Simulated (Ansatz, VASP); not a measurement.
## One calculation of HfSi3, two programs

Contents of INCAR:

```
SYSTEM = HfSi3
  PREC = Accurate
  ENCUT = 600
  EDIFF = 1E-7
  ISMEAR = 0
  SIGMA = 0.1
  LREAL = .FALSE.
  LASPH = .TRUE.
  NELM = 60
  ALGO = Normal
  ISIF = 3
  LWAVE = .FALSE.
  LCHARG = .FALSE.
  GGA = PE
  IBRION = 2
  NSW = 100
  EDIFFG = -0.01
```

Contents of KPOINTS:

```
Automatic mesh
0
G
  10 10 10
  0 0 0
```

File POSCAR:

```
HfSi3
1.0
    5.1019403484      0.0000000000      0.0000000000
    0.0000000000      5.1019403484      0.0000000000
    0.0000000000      0.0000000000      5.1019403484
Hf Si
1 3
Direct
    0.5000000000      0.5000000000      0.5000000000
    0.0000000000      0.5000000000      0.5000000000
    0.5000000000      0.0000000000      0.5000000000
    0.5000000000      0.5000000000      0.0000000000
```

Input for Ansatz:

```yaml
crystal:
  lattice:
    - [5.1019403484, 0.0, 0.0]
    - [0.0, 5.1019403484, 0.0]
    - [0.0, 0.0, 5.1019403484]
  atoms:
    - { symbol: Hf, position: [0.5, 0.5, 0.5] }
    - { symbol: Si, position: [0.0, 0.5, 0.5] }
    - { symbol: Si, position: [0.5, 0.0, 0.5] }
    - { symbol: Si, position: [0.5, 0.5, 0.0] }
basis:
  ecutwfc: 420
kpoints:
  mp_grid: { grid: [10, 10, 10] }
hamiltonian:
  xc: pbe
scf:
  occupations: { method: gaussian, width: 0.1 }
output:
  forces: true
  stress: true
  eigenvalues: true
relax:
  adjacent_minimum: "off"
  f_tol: 0.01
  max_steps: 80
  cell: { stress_tol: 0.05 }
```

Alike in both runs: task relaxation of cell and atoms; functional PBE; k mesh 10 × 10 × 10; occupations gaussian, width 0.1 eV; no spin polarisation.

|  | VASP | Ansatz |
| --- | --- | --- |
| version | VASP 6.6.1 | Ansatz 0.2.0 |
| potentials or method | VASP PAW PBE potentials, release 64 (Hf_pv, Si), cutoff 600 eV | scalar-relativistic, plane waves, PAW |
| valence electrons in the cell | 22 | 38 |

Ansatz gave:

| Quantity | Value |
| --- | --- |
| gap on the k mesh at the Fermi level, each at its own relaxed structure (eV) | none |
| relaxed volume (Å³/atom) | 32.88 |
| relaxed cell length with the largest relative difference (Å) | 5.085 |

Q: Which values does VASP return?

A: gap on the k mesh at the Fermi level, each at its own relaxed structure (eV): none; relaxed volume (Å³/atom): 33.06; relaxed cell length with the largest relative difference (Å): 5.095.

A gap of «none» marks a metal or a gap that the smearing closes. VASP's potentials hold 22 valence electrons a cell and Ansatz's 38, so a difference there can come from the potentials and not from the codes.

Neither program's run includes spin-orbit coupling.
